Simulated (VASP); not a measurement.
# NbTe4Mo (P-3m1) in VASP: further runs, part 2 of 2

VASP 6.6.1.

### Step 5. Single point, PBE

This run uses another cell than the first one, of 29.00 Å³/atom, 1.030 times its volume.

File INCAR:

```
PREC     = Accurate       # precision mode
ENCUT    = 520            # plane-wave cutoff, eV
EDIFF    = 1E-6           # SCF threshold, eV
ISMEAR   = 0              # smearing method
SIGMA    = 0.1            # smearing width, eV
LREAL    = False          # projectors in reciprocal space
LASPH    = True           # aspherical terms in the spheres
NELM     = 60             # most SCF steps
ALGO     = Normal         # electronic algorithm
ISIF     = 2              # what is computed and relaxed
LWAVE    = False          # write WAVECAR
LCHARG   = False          # write CHGCAR
GGA      = PE             # functional
NBANDS   = 34             # bands
```

File KPOINTS:

```
Automatic mesh
0
Gamma
  12 12 4
```

File POSCAR:

```
NbTe4Mo
1.0
    3.5934822449      0.0000000000      0.0000000000
   -1.7967411225      3.1120469122      0.0000000000
    0.0000000000      0.0000000000     15.5594714458
Nb Te Mo
1 4 1
Direct
    0.0000000000      0.0000000000      0.0000000000
    0.6666666667      0.3333333333      0.3830597402
    0.6666666667      0.3333333333      0.8786262089
    0.3333333333      0.6666666667      0.1213737911
    0.3333333333      0.6666666667      0.6169402598
    0.0000000000      0.0000000000      0.5000000000
```

Potentials or basis: VASP PAW PBE potentials, release 64 (Nb_sv, Te, Mo_sv).

Started as:

```
> cat potpaw_PBE.64/Nb_sv/POTCAR potpaw_PBE.64/Te/POTCAR potpaw_PBE.64/Mo_sv/POTCAR > POTCAR
> mpirun -np 1 vasp_std > vasp.out
```

OUTCAR:

```text
PREC = Accurate
   ENCUT = 520
   EDIFF = 1E-6
   ISMEAR = 0
   LREAL = False
   LASPH = True
   NELM = 60
   ISIF = 2
   GGA = PE

 ion  position               nearest neighbor table
   1  0.000  0.000  0.000-   3 2.81   4 2.81   3 2.81   4 2.81   3 2.81   4 2.81
   2  0.667  0.333  0.383-   6 2.76   6 2.76   6 2.76
   3  0.667  0.333  0.879-   1 2.81   1 2.81   1 2.81
   4  0.333  0.667  0.121-   1 2.81   1 2.81   1 2.81
   5  0.333  0.667  0.617-   6 2.76   6 2.76   6 2.76
   6  0.000  0.000  0.500-   2 2.76   5 2.76   2 2.76   5 2.76   2 2.76   5 2.76

  LATTYP: Found a hexagonal cell.
 ALAT       =     3.5934822449
 C/A-ratio  =     4.3299146581

  Lattice vectors:

 A1 = (   3.5934822449,   0.0000000000,   0.0000000000)
 A2 = (  -1.7967411225,   3.1120469122,   0.0000000000)
 A3 = (   0.0000000000,   0.0000000000,  15.5594714458)

Analysis of symmetry for initial positions (statically):
=====================================================================
 Subroutine PRICEL returns:
 Original cell was already a primitive cell.

 Routine SETGRP: Setting up the symmetry group for a
 hexagonal supercell.

 Subroutine GETGRP returns: Found 12 space group operations
 (whereof 12 operations were pure point group operations)
 out of a pool of 24 trial point group operations.

The static configuration has the point symmetry D_3d.

Analysis of symmetry for dynamics (positions and initial velocities):
=====================================================================
 Subroutine PRICEL returns:
 Original cell was already a primitive cell.

 Routine SETGRP: Setting up the symmetry group for a
 hexagonal supercell.

 Subroutine GETGRP returns: Found 12 space group operations
 (whereof 12 operations were pure point group operations)
 out of a pool of 24 trial point group operations.

The dynamic configuration has the point symmetry D_3d.

 Subroutine INISYM returns: Found 12 space group operations
 (whereof 12 operations are pure point group operations),
 and found     1 'primitive' translations

----------------------------------------------------------------------------------------

                                     Primitive cell

  volume of cell :     174.0029

  direct lattice vectors                    reciprocal lattice vectors
     3.593482245  0.000000000  0.000000000     0.278281603  0.160665958  0.000000000
    -1.796741123  3.112046912  0.000000000     0.000000000  0.321331917  0.000000000
     0.000000000  0.000000000 15.559471446     0.000000000  0.000000000  0.064269535

  length of vectors
     3.593482245  3.593482245 15.559471446     0.321331917  0.321331917  0.064269535

  position of ions in fractional coordinates (direct lattice)
     0.000000000  0.000000000  0.000000000
     0.666666667  0.333333333  0.383059740
     0.666666667  0.333333333  0.878626209
     0.333333333  0.666666667  0.121373791
     0.333333333  0.666666667  0.616940260
     0.000000000  0.000000000  0.500000000

  ion indices of the primitive-cell ions
   primitive index   ion index
                 1           1
                 2           2
                 3           3
                 4           4
[... 21 lines left out ...]
  Shift w.r.t. Gamma in fractional coordinates (k-lattice)
     0.000000000  0.000000000  0.000000000

 Subroutine IBZKPT returns following result:
 ===========================================

 Found     69 irreducible k-points:

 Following reciprocal coordinates:
            Coordinates               Weight
  0.000000  0.000000  0.000000      1.000000
  0.083333  0.000000  0.000000      6.000000
  0.166667  0.000000  0.000000      6.000000
  0.250000  0.000000  0.000000      6.000000
  0.333333  0.000000  0.000000      6.000000
  0.416667  0.000000  0.000000      6.000000
[... 16 lines left out ...]
  0.166667  0.000000  0.250000      6.000000
  0.000000  0.166667  0.250000      6.000000
 [... further k-points ...]
   k-points           NKPTS =     69   k-points in BZ     NKDIM =     69   number of bands    NBANDS=     34
   number of dos      NEDOS =    301   number of ions     NIONS =      6
   total plane-waves  NPLWV =  94080
   dimension x,y,z NGX =    28 NGY =   28 NGZ =  120
   dimension x,y,z NGXF=    56 NGYF=   56 NGZF=  240
   ions per type =               1   4   1
   NGX,Y,Z   is equivalent  to a cutoff of  12.95, 12.95, 12.82 a.u.
   NGXF,Y,Z  is equivalent  to a cutoff of  25.91, 25.91, 25.64 a.u.
 SYSTEM =  unknown system
   PREC   = accura    normal or accurate (medium, high low for compatibility)
   ISTART =      0    job   : 0-new  1-cont  2-samecut
   ICHARG =      2    charge: 1-file 2-atom 10-const
   ISPIN  =      1    spin polarized calculation?
   LNONCOLLINEAR =      F non collinear calculations
   LSORBIT =      F    spin-orbit coupling
   LASPH  =      T    aspherical Exc in radial PAW
   ENCUT  =  520.0 eV  38.22 Ry    6.18 a.u.   6.68  6.68 28.93*2*pi/ulx,y,z
   NELM   =     60;   NELMIN=  2; NELMDL= -5     # of ELM steps
   EDIFF  = 0.1E-05   stopping-criterion for ELM
   LREAL  =      F    real-space projection
   EDIFFG = 0.1E-04   stopping-criterion for IOM
   NSW    =      0    number of steps for IOM
   IBRION =     -1    ionic relax: 0-MD 1-quasi-New 2-CG
   NFREE  =      0    steps in history (QN), initial steepest desc. (CG)
   ISIF   =      2    stress and relaxation
   ISYM   =      2    0-nonsym 1-usesym 2-fastsym
   POTIM  = 0.5000    time-step for ionic-motion
   TEBEG  =    0.0;   TEEND  =   0.0 temperature during run
   PSTRESS=    0.0 pullay stress
   NELECT =      51.0000    total number of electrons
   NUPDOWN=      -1.0000    fix difference up-down
   EMIN   =  10.00;   EMAX   =-10.00  energy-range for DOS
   EFERMI =   0.00;   METHOD = LEGACY
   ISMEAR =     0;   SIGMA  =   0.10  broadening in eV -4-tet -1-fermi 0-gaus
   EFERMI_NEDOS =   21; number of points for ismear=-14 and -15
   IALGO  =     38    algorithm
   IMIX   =      4    mixing-type and parameters
     AMIX     =   0.40;   BMIX     =  1.00
     AMIX_MAG =   1.60;   BMIX_MAG =  1.00
  volume/ion in A,a.u.               =      29.00       195.70
  Fermi-wavevector in a.u.,A,eV,Ry     =   1.087459  2.054999 16.089790  1.182566
  Thomas-Fermi vector in A             =   2.223618
   LORBIT       =      0    0 simple, 1 ext, 2 COOP (PROOUT), +10 PAW based schemes
   GGA     = PE    functional components
   LHFCALC =     F    Hartree Fock is set to
   AEXX    =    0.0000 exact exchange contribution
   IVDW    =     0    specifies the selected vdW correction
   LEPSILON=     F    determine dielectric tensor
   LRPA    =     F    only Hartree local field effects (RPA)
 non-spin polarized calculation
 Gauss-broadening in eV      SIGMA  =   0.10
  energy-cutoff  :      520.00
  volume of cell :      174.00
 maximum number of plane-waves:      4762
 NGX is ok and might be reduce to    28
   NGX = 13   NGY = 13   NGZ = 57

 number of electron      51.0000000 magnetization

 Free energy of the ion-electron system (eV)
  ---------------------------------------------------
  ext. energy  EPLUGINS =         0.00000000
  ---------------------------------------------------
  free energy    TOTEN  =       -35.25122793 eV

  energy without entropy =      -35.23120196  energy(sigma->0) =      -35.24121494

 E-fermi :   6.8285     XC(G=0):  -9.5810

 val. band max:        6.8174235910   @ k =   0.0833   0.0000   0.5000
 cond. band min:       6.8584777098   @ k =   0.0000   0.0833   0.2500
 fundamental gap:      0.0410541188
 Fermi energy:         6.8285293753

 k-point     1 :       0.0000    0.0000    0.0000
  band No.  band energies     occupation
      1     -54.5635      2.00000
      2     -48.3925      2.00000
      3     -28.6436      2.00000
      4     -28.6436      2.00000
      5     -28.6166      2.00000
      6     -24.4280      2.00000
[... 877 lines left out ...]
     33       9.8075      0.00000
     34      10.4369      0.00000

 [... further k-points ...]
[... 5 lines left out ...]
  --------------------------------------------------------------------------------------
  -------------------------------------------------------------------------------------
  Total       -0.0643031     -0.0643031     -0.0092075      0.0000000      0.0000000      0.0000000
  in kB       -0.5920881     -0.5920881     -0.0847804      0.0000000      0.0000000      0.0000000
  external PRESSURE =      -0.4229855 kB  Pullay stress =       0.0000000 kB

 VOLUME and BASIS-vectors are now :
 -----------------------------------------------------------------------------
  energy-cutoff  :      520.00
  volume of cell :      174.00
      direct lattice vectors                 reciprocal lattice vectors
     3.593482245  0.000000000  0.000000000     0.278281603  0.160665958  0.000000000
    -1.796741123  3.112046912  0.000000000     0.000000000  0.321331917  0.000000000
     0.000000000  0.000000000 15.559471446     0.000000000  0.000000000  0.064269535

 POSITION                                       TOTAL-FORCE (eV/Angst)
 -----------------------------------------------------------------------------------
      0.00000      0.00000      0.00000        -0.000000      0.000000      0.000000
      1.79674      1.03735      5.96021         0.000000     -0.000000     -0.011636
      1.79674      1.03735     13.67096         0.000000      0.000000      0.007471
     -0.00000      2.07470      1.88851         0.000000      0.000000     -0.007471
     -0.00000      2.07470      9.59926        -0.000000      0.000000      0.011636
      0.00000      0.00000      7.77974        -0.000000      0.000000      0.000000
 -----------------------------------------------------------------------------------
    total drift:                                0.000000      0.000000      0.000000

  FREE ENERGIE OF THE ION-ELECTRON SYSTEM (eV)
  ---------------------------------------------------
  free  energy   TOTEN  =       -35.2512279311 eV

  energy  without entropy=      -35.2312019578  energy(sigma->0) =      -35.24121494
```

Wall time 8.6 min (1 thread of AMD EPYC 9R45 (Zen 5), shared host); peak memory 0.54 GiB.

What came out:

```
Free energy   : -35.2512 eV
Pressure      : 0.0 GPa
Largest force : 0.012 eV/Å
```

Forces on the atoms (eV/Å):
```
Nb   0.000  0.000  0.000
Te   0.000  0.000 -0.012
Te   0.000  0.000  0.007
Te   0.000  0.000 -0.007
Te   0.000  0.000  0.012
Mo   0.000  0.000  0.000
```

Caveat: spin-orbit coupling is left out, which moves the levels of the heavy elements; this functional lacks dispersion, which binds the layers, so the pressure and a relaxed spacing across them are unreliable.

### Step 6. Overview

| task | cell | k mesh | cutoff (eV) | gap on the mesh (eV) | pressure (GPa) | largest force (eV/Å) |
| --- | --- | --- | --- | --- | --- | --- |
| single point | a = 3.592, b = 3.592, c = 15.122 Å, angles 90.0, 90.0, 120.0°, 6 atoms | 6 × 6 × 2 | 520 | none | 0.1 | 0.05 |
| single point | a = 3.728, b = 3.728, c = 14.326 Å, angles 90.0, 90.0, 120.0°, 6 atoms | 6 × 6 × 2 | 520 | none | -3.4 | 0.61 |
| relaxation of cell and atoms | relaxed from a = 3.728, b = 3.728, c = 14.326 Å, angles 90.0, 90.0, 120.0°, 6 atoms | 6 × 6 × 2 | 600 | none | 0.0 | 0.03 |
| single point | a = 3.593, b = 3.593, c = 15.559 Å, angles 90.0, 90.0, 120.0°, 6 atoms | 12 × 12 × 4 | 520 | none | 0.0 | 0.01 |

Alike in all rows: level PBE; potentials or basis VASP PAW PBE potentials, release 64 (Nb_sv, Te, Mo_sv); no spin polarisation; smearing gaussian 0.1 eV.

Caveats: spin-orbit coupling is left out, which moves the levels of the heavy elements; this functional lacks dispersion, which binds the layers, so the pressure and a relaxed spacing across them are unreliable.

Total energies depend on the potentials used, so only differences within one code and one set of settings carry meaning.
